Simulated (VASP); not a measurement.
Crystal: Ca.

```
Ca
1.0
    -4.57622    4.57622    4.57622
     4.57622   -4.57622    4.57622
     4.57622    4.57622   -4.57622
Ca
8
Direct
  0.20600 0.20600 0.20600
  0.50000 0.00000 0.29400
  0.29400 0.50000 0.00000
  0.00000 0.29400 0.50000
  0.79400 0.79400 0.79400
  0.50000 0.00000 0.70600
  0.70600 0.50000 0.00000
  0.00000 0.70600 0.50000
```

```yaml
Program: VASP 6.6.1
Task: relaxation of cell and atoms
Functional: PBE
Potentials_or_basis: VASP PAW PBE potentials, release 64 (Ca_sv)
Cutoff: 600 eV
k_mesh: 4 × 4 × 4
Occupations: gaussian, width 0.1 eV
Spin: no spin polarisation
```

At the start: pressure 1.1 GPa; volume 47.92 Å³/atom.

Task: Where does the relaxation end?

Result: Over 11 steps the energy falls by 108.0 meV/atom and the volume is 50.63 Å³/atom (+5.7 %); space group Ia-3 (No. 206, to 0.1 Å) before, Ia-3d (No. 230, to 0.1 Å).

Step by step:
```
step  energy change (eV)  largest force (eV/Å)  pressure (GPa)  volume (Å³)
   1              0.0000                0.7373            1.06       383.34
   2             -0.2778                0.5605            0.63       401.20
   3             -0.6275                0.1993           -0.35       458.09
   4             -0.6289                0.1875           -0.39       461.05
   5             -0.6839                0.1770           -0.31       449.56
   6             -0.7959                0.1385            0.00       416.24
   7             -0.7120                0.0048            0.97       354.62
   8             -0.8162                0.1142            0.23       396.73
   9             -0.8167                0.1058            0.29       392.31
  10             -0.8503                0.0511            0.18       397.93
  11             -0.8640                0.0081            0.07       405.00
```

Final structure:
```
Ca
1.0
    -4.66085    4.66085    4.66085
     4.66085   -4.66085    4.66085
     4.66085    4.66085   -4.66085
Ca
8
Direct
  0.25092 0.25092 0.25092
  0.50000 0.00000 0.24908
  0.24908 0.50000 0.00000
  0.00000 0.24908 0.50000
  0.74908 0.74908 0.74908
  0.50000 0.00000 0.75092
  0.75092 0.50000 0.00000
  0.00000 0.75092 0.50000
```
